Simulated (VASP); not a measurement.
# C (P6/mmm) in VASP: a series of runs, part 2 of 2

VASP 6.6.1. The steps go on from the part before.

**4. Relaxation of cell and atoms, PBE**

INCAR reads:

```
PREC     = Accurate       # precision mode
ENCUT    = 600            # plane-wave cutoff, eV
EDIFF    = 1E-7           # SCF threshold, eV
ISMEAR   = 0              # smearing method
SIGMA    = 0.1            # smearing width, eV
LREAL    = False          # projectors in reciprocal space
LASPH    = True           # aspherical terms in the spheres
NELM     = 60             # most SCF steps
ALGO     = Normal         # electronic algorithm
ISIF     = 3              # what is computed and relaxed
LWAVE    = False          # write WAVECAR
LCHARG   = False          # write CHGCAR
GGA      = PE             # functional
IBRION   = 2              # ionic algorithm
NSW      = 90             # ionic steps
EDIFFG   = -0.04          # ionic threshold
```

KPOINTS reads:

```
Automatic mesh
0
Gamma
  9 9 4
```

POSCAR reads:

```
C
1.0
    2.7238438000      0.0000000000      0.0000000000
   -1.3619219000      2.3589179200      0.0000000000
    0.0000000000      0.0000000000      4.1201044000
C
4
Direct
    0.5000000000      0.0000000000      0.5000000000
    0.0000000000      0.5000000000      0.5000000000
    0.5000000000      0.5000000000      0.5000000000
    0.0000000000      0.0000000000      0.0000000000
```

Potentials or basis: VASP PAW PBE potentials, release 64 (C).

The run is started by

```bash
> cat potpaw_PBE.64/C/POTCAR > POTCAR
> mpirun -np 1 vasp_std > vasp.out
```

OUTCAR:

```text
PREC = Accurate
   ENCUT = 600
   EDIFF = 1E-7
   ISMEAR = 0
   LREAL = False
   LASPH = True
   NELM = 60
   ISIF = 3
   GGA = PE
   IBRION = 2
   NSW = 90
   EDIFFG = -0.04

 ion  position               nearest neighbor table
   1  0.500  0.000  0.500-   2 1.36   3 1.36   3 1.36   2 1.36
   2  0.000  0.500  0.500-   1 1.36   1 1.36   3 1.36   3 1.36
   3  0.500  0.500  0.500-   1 1.36   1 1.36   2 1.36   2 1.36
   4  0.000  0.000  0.000-

  LATTYP: Found a hexagonal cell.
 ALAT       =     2.7238438000
 C/A-ratio  =     1.5126067067

  Lattice vectors:

 A1 = (   2.7238438000,   0.0000000000,   0.0000000000)
 A2 = (  -1.3619219000,   2.3589179200,   0.0000000000)
 A3 = (   0.0000000000,   0.0000000000,   4.1201044000)

Analysis of symmetry for initial positions (statically):
[... 229 lines left out ...]
      2      -7.4633      2.00000
      3      -5.6578      2.00000
      4      -3.7252      2.00000
      5      -1.5230      2.00000
      6      -1.5230      2.00000
      7       1.2125      2.00000
      8       1.2125      2.00000
      9       4.9260      0.00000
     10       4.9260      0.00000
     11       5.0729      0.00000
     12       7.4685      0.00000
[... 458 lines left out ...]
--------------------------------------- Ionic step        5  -------------------------------------------

 number of electron      15.9999998 magnetization

 Free energy of the ion-electron system (eV)
  ---------------------------------------------------
  ext. energy  EPLUGINS =         0.00000000
  ---------------------------------------------------
  free energy    TOTEN  =       -21.99689468 eV

  energy without entropy =      -21.98578476  energy(sigma->0) =      -21.99133972

 E-fermi :   5.4034     XC(G=0): -11.1880

 val. band max:        5.3817688885   @ k =   0.2222   0.1111   0.5000
 cond. band min:       5.4409898407   @ k =   0.3333   0.2222   0.0000
 fundamental gap:      0.0592209522
 Fermi energy:         5.4033720100

 k-point     1 :       0.0000    0.0000    0.0000
  band No.  band energies     occupation
      1     -15.9635      2.00000
      2      -8.0906      2.00000
      3      -4.2861      2.00000
      4      -3.8865      2.00000
      5      -1.0268      2.00000
      6      -1.0268      2.00000
      7       4.3267      2.00000
      8       4.3267      2.00000
      9       7.0566      0.00000
     10       7.3825      0.00000
     11       7.3825      0.00000
     12       9.9408      0.00000
[... 376 lines left out ...]
  FREE ENERGIE OF THE ION-ELECTRON SYSTEM (eV)
  ---------------------------------------------------
  free  energy   TOTEN  =       -21.9968946780 eV

  energy  without entropy=      -21.9857847612  energy(sigma->0) =      -21.99133972

 reached required accuracy - stopping structural energy minimisation
```

CONTCAR:

```text
C
   1.00000000000000
     3.0594248836473268   -0.0000000000000000    0.0000000000000000
    -1.5297124418236634    2.6495396609766924    0.0000000000000000
     0.0000000000000000   -0.0000000000000000    4.2921496293905443
  C
     4
Direct
     0.5000000000000000    1.0000000000000000    0.5000000000000000
     0.0000000000000000    0.5000000000000000    0.5000000000000000
     0.5000000000000000    0.5000000000000000    0.5000000000000000
     0.0000000000000000    0.0000000000000000    1.0000000000000000

  0.00000000E+00  0.00000000E+00  0.00000000E+00
  0.00000000E+00  0.00000000E+00  0.00000000E+00
  0.00000000E+00  0.00000000E+00  0.00000000E+00
  0.00000000E+00  0.00000000E+00  0.00000000E+00
```

Run time: 86 s. Hardware: 1 thread of Intel Xeon 8259CL, shared host; peak memory 0.15 GiB.

Results:

```yaml
Free_energy: -21.9969 eV
Relaxed_volume: 8.70 Å³/atom
Relaxed_cell: a = 3.059 Å, b = 3.059 Å, c = 4.292 Å, α = 90.00°, β = 90.00°, γ = 120.00°
Space_group_after_relaxing_to_0.1_Å: P6/mmm (No. 191)
Energy_gained_by_relaxing: 426.0 meV/atom
Ionic_steps: 5
Pressure_after_relaxing: 0.1 GPa
Band_gap_on_the_k_mesh: zero (bands 8 and 9 overlap by 2.55 eV)
```

Stress tensor (GPa, compression positive):
```
 0.33  0.00  0.00
 0.00  0.33  0.00
 0.00  0.00 -0.35
```

Step by step:
| step | energy change (eV) | largest force (eV/Å) | pressure (GPa) | volume (Å³) |
| --- | --- | --- | --- | --- |
| 1 | 0.0000 | 0.0000 | 82.99 | 26.47 |
| 2 | -1.0580 | 0.0000 | -21.40 | 41.69 |
| 3 | -1.6951 | 0.0000 | 3.30 | 34.14 |
| 4 | -1.7037 | 0.0000 | -0.89 | 34.98 |
| 5 | -1.7041 | 0.0000 | 0.10 | 34.79 |

Final structure:
```
CELL_PARAMETERS angstrom
3.05942 0.00000 0.00000
-1.52971 2.64954 0.00000
0.00000 0.00000 4.29215
ATOMIC_POSITIONS crystal
C 0.50000 0.00000 0.50000
C 0.00000 0.50000 0.50000
C 0.50000 0.50000 0.50000
C 0.00000 0.00000 0.00000
```

Caveat: the k points lie up to 0.37 Å⁻¹ apart in the final cell, too coarse for converged energies and pressures of a metal; the volume moved by over 15 % at a fixed basis, so the end points are rough.

**5. Single point, PBE**

This run uses another cell than the first one, of 11.75 Å³/atom.

INCAR reads:

```
PREC = Accurate
ENCUT = 520
EDIFF = 1E-6
ISMEAR = 0
SIGMA = 0.1
LREAL = F
LASPH = T
NELM = 60
ALGO = Normal
ISIF = 2
LWAVE = F
LCHARG = F
GGA = PE
NBANDS = 16
```

KPOINTS reads:

```
regular mesh
0
Gamma
  18 18 8
```

POSCAR reads:

```
C
1.0
    2.9435974145      0.0000000000      0.0000000000
   -1.4717987072      2.5492301395      0.0000000000
    0.0000000000      0.0000000000      6.2655580240
C
4
Direct
    0.5000000000      0.0000000000      0.5000000000
    0.0000000000      0.5000000000      0.5000000000
    0.5000000000      0.5000000000      0.5000000000
    0.0000000000      0.0000000000      0.0000000000
```

The run is started by

```bash
> cat potpaw_PBE.64/C/POTCAR > POTCAR
> mpirun -np 1 vasp_std > vasp.out
```

Run time: 3.3 min. Hardware: 1 thread of Intel Xeon 8259CL, shared host; peak memory 0.23 GiB.

It converged, with:

```yaml
Free_energy: -22.3022 eV
Pressure: 0.1 GPa
Band_gap_on_the_k_mesh: zero (bands 8 and 9 overlap by 1.83 eV)
```

Stress tensor (GPa, compression positive):
```
 0.18  0.00  0.00
 0.00  0.18  0.00
 0.00  0.00 -0.05
```

Levels at points of the mesh, in eV from the Fermi level:
```csv
k point,band 4,band 5,band 6,band 7,band 8,band 9,band 10,band 11,band 12,band 13
"(0.00, 0.00, 0.00)",-9.74,-7.27,-7.27,-0.77,-0.41,-0.41,2.77,2.77,4.80,4.80
"(0.50, 0.00, 0.00)",-8.11,-7.65,-6.29,-3.44,-1.92,0.75,1.84,3.57,3.64,5.91
"(0.00, 0.00, 0.50)",-9.06,-7.27,-7.27,-1.40,-0.41,-0.41,2.77,2.77,4.80,4.80
"(0.50, 0.00, 0.50)",-8.11,-7.71,-6.33,-3.21,-1.76,0.46,1.79,3.57,3.71,5.63
```

Caveat: this functional lacks dispersion, which binds layers or chains, so the pressure and a relaxed spacing across them are unreliable.

**6. Relaxation of cell and atoms, PBE**

This run uses another cell than the first one, of 11.32 Å³/atom.

INCAR reads:

```
SYSTEM = C
  ALGO = Normal
  EDIFF = 1E-6
  EDIFFG = -0.01
  ENCUT = 600
  GGA = PE
  IBRION = 2
  ISIF = 3
  ISMEAR = 0
  LASPH = .TRUE.
  LCHARG = .FALSE.
  LREAL = .FALSE.
  LWAVE = .FALSE.
  NELM = 100
  NSW = 100
  PREC = Accurate
  SIGMA = 0.1
```

KPOINTS reads:

```
k-points
0
G
  18 18 8
  0 0 0
```

POSCAR reads:

```
C
1.0
    2.9392295135      0.0000000000      0.0000000000
   -1.4696147567      2.5454474262      0.0000000000
    0.0000000000      0.0000000000      6.0501639667
C
4
Direct
    0.5000000000      0.0000000000      0.5000000000
    0.0000000000      0.5000000000      0.5000000000
    0.5000000000      0.5000000000      0.5000000000
    0.0000000000      0.0000000000      0.0000000000
```

Potentials or basis: VASP PAW PBE potentials, release 64 (C).

The run is started by

```bash
> cat potpaw_PBE.64/C/POTCAR > POTCAR
> mpirun -np 1 vasp_std > vasp.out
```

Run time: 7 min. Hardware: 1 thread of Intel Xeon 8259CL, shared host; peak memory 0.23 GiB.

Results (log left out):

```yaml
Free_energy: -22.3075 eV
Relaxed_volume: 11.57 Å³/atom
Relaxed_cell: a = 2.944 Å, b = 2.944 Å, c = 6.167 Å, α = 90.00°, β = 90.00°, γ = 120.00°
Space_group_after_relaxing_to_0.1_Å: P6/mmm (No. 191)
Energy_gained_by_relaxing: 0.4 meV/atom
Ionic_steps: 6
Pressure_after_relaxing: -0.1 GPa
Band_gap_on_the_k_mesh: zero (bands 8 and 9 overlap by 1.82 eV)
```

Stress tensor (GPa, compression positive):
```
-0.14  0.00  0.00
 0.00 -0.14  0.00
 0.00  0.00  0.10
```

Step by step:
```tsv
step	energy change (eV)	largest force (eV/Å)	pressure (GPa)	volume (Å³)
1	0.0000	0.0000	0.45	45.27
2	-0.0002	0.0000	-0.06	45.47
3	-0.0003	0.0000	0.02	45.44
4	-0.0005	0.0000	-0.01	45.53
5	-0.0010	0.0000	-0.01	45.78
6	-0.0016	0.0000	-0.06	46.28
```

Final structure:
```
C
1.0
     2.94358    0.00000    0.00000
    -1.47179    2.54922    0.00000
     0.00000    0.00000    6.16726
C
4
Direct
  0.50000 0.00000 0.50000
  0.00000 0.50000 0.50000
  0.50000 0.50000 0.50000
  0.00000 0.00000 0.00000
```

Levels at points of the mesh, in eV from the Fermi level:
| k point | band 4 | band 5 | band 6 | band 7 | band 8 | band 9 | band 10 | band 11 | band 12 |
| --- | --- | --- | --- | --- | --- | --- | --- | --- | --- |
| (0.00, 0.00, 0.00) | -9.75 | -7.27 | -7.27 | -0.72 | -0.41 | -0.41 | 2.77 | 2.77 | 4.80 |
| (0.50, 0.00, 0.00) | -8.10 | -7.66 | -6.28 | -3.46 | -1.93 | 0.78 | 1.84 | 3.57 | 3.64 |
| (0.00, 0.00, 0.50) | -9.00 | -7.26 | -7.26 | -1.41 | -0.41 | -0.41 | 2.77 | 2.77 | 4.80 |
| (0.50, 0.00, 0.50) | -8.10 | -7.72 | -6.33 | -3.19 | -1.75 | 0.45 | 1.78 | 3.57 | 3.72 |

Caveat: this functional lacks dispersion, which binds layers or chains, so the pressure and a relaxed spacing across them are unreliable.

**7. The runs side by side**

```csv
task,cell,k mesh,cutoff (eV),gap on the mesh (eV),pressure (GPa),relaxed volume (Å³/atom)
single point,"a = 2.724, b = 2.724, c = 4.120 Å, angles 90.0, 90.0, 120.0°, 4 atoms",9 × 9 × 4,520,none,83.5,-
single point,"a = 2.939, b = 2.939, c = 6.050 Å, angles 90.0, 90.0, 120.0°, 4 atoms",9 × 9 × 4,520,none,0.1,-
relaxation of cell and atoms,"relaxed from a = 2.724, b = 2.724, c = 4.120 Å, angles 90.0, 90.0, 120.0°, 4 atoms",9 × 9 × 4,600,none,0.1,8.70
single point,"a = 2.944, b = 2.944, c = 6.266 Å, angles 90.0, 90.0, 120.0°, 4 atoms",18 × 18 × 8,520,none,0.1,-
relaxation of cell and atoms,"relaxed from a = 2.939, b = 2.939, c = 6.050 Å, angles 90.0, 90.0, 120.0°, 4 atoms",18 × 18 × 8,600,none,-0.1,11.57
```

Alike in all rows: level PBE; potentials or basis VASP PAW PBE potentials, release 64 (C); no spin polarisation; smearing gaussian 0.1 eV.

Caveats: some runs use coarse meshes; this functional lacks dispersion, which binds layers or chains, so the pressure and a relaxed spacing across them are unreliable (at least some runs); the volume moved by over 15 % at a fixed basis, so the end points are rough (at least some runs).

Total energies depend on the potentials used, so only differences within one code and one set of settings carry meaning.

The gap in the log of VASP goes by the Fermi energy; the results here count the filled bands.